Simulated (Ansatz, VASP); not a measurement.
## Al2Cu: VASP beside Ansatz

Contents of INCAR:

```
ALGO = Normal
EDIFF = 1E-7
ENCUT = 520
ISIF = 2
ISMEAR = 0
LASPH = T
LCHARG = F
LREAL = F
LWAVE = F
NBANDS = 16
NELM = 80
PREC = Accurate
SIGMA = 0.15
```

Contents of KPOINTS:

```
k-points
0
Gamma
  10 10 14
```

The input POSCAR:

```
Al2Cu
1.0
    3.9479000000      0.0000000000      0.0000000000
    0.0000000000      3.9479000000      0.0000000000
    0.0000000000      0.0000000000      2.7461000000
Al Cu
2 1
Direct
    0.5000000000      0.0000000000      0.5000000000
    0.0000000000      0.5000000000      0.5000000000
    0.0000000000      0.0000000000      0.0000000000
```

Input for Ansatz:

```yaml
crystal:
  lattice:
    - [3.9479, 0.0, 0.0]
    - [0.0, 3.9479, 0.0]
    - [0.0, 0.0, 2.7461]
  atoms:
    - { symbol: Al, position: [0.5, 0.0, 0.5] }
    - { symbol: Al, position: [0.0, 0.5, 0.5] }
    - { symbol: Cu, position: [0.0, 0.0, 0.0] }
basis:
  ecutwfc: 520.0
kpoints:
  mp_grid: { grid: [10, 10, 14] }
hamiltonian:
  xc: lda
  pseudopotentials: { kind: paw, azcp: { folder: soft_1 } }
scf:
  occupations: { method: gaussian, width: 0.15 }
output:
  forces: true
  stress: true
  eigenvalues: true
```

Alike in both runs: task single point; functional LDA; k mesh 10 × 10 × 14; occupations gaussian, width 0.15 eV; no spin polarisation.

```csv
,VASP,Ansatz
version,VASP 6.6.1,Ansatz 0.2.0
potentials or method,"VASP PAW LDA potentials, release 64 (Al, Cu), cutoff 520 eV","scalar-relativistic, plane waves, PAW"
valence electrons in the cell,17,25
```

Ansatz gave:

* gap on the k mesh at the Fermi level (eV): none
* pressure (GPa): 9.3
* traceless stress, the component that is largest in VASP (GPa): 0.40

Question: Which values does VASP return?

Answer: gap on the k mesh at the Fermi level (eV): none; pressure (GPa): 9.6; traceless stress, the component that is largest in VASP (GPa): 0.44.

Ansatz warns that its potentials were made for another functional, while VASP's fit it. LDA's correlation is that of Perdew and Zunger in VASP and of Perdew and Wang (1992) in Ansatz. A gap of «none» marks a metal or a gap that the smearing closes. VASP's potentials hold 17 valence electrons a cell and Ansatz's 25, so a difference there can come from the potentials and not from the codes.
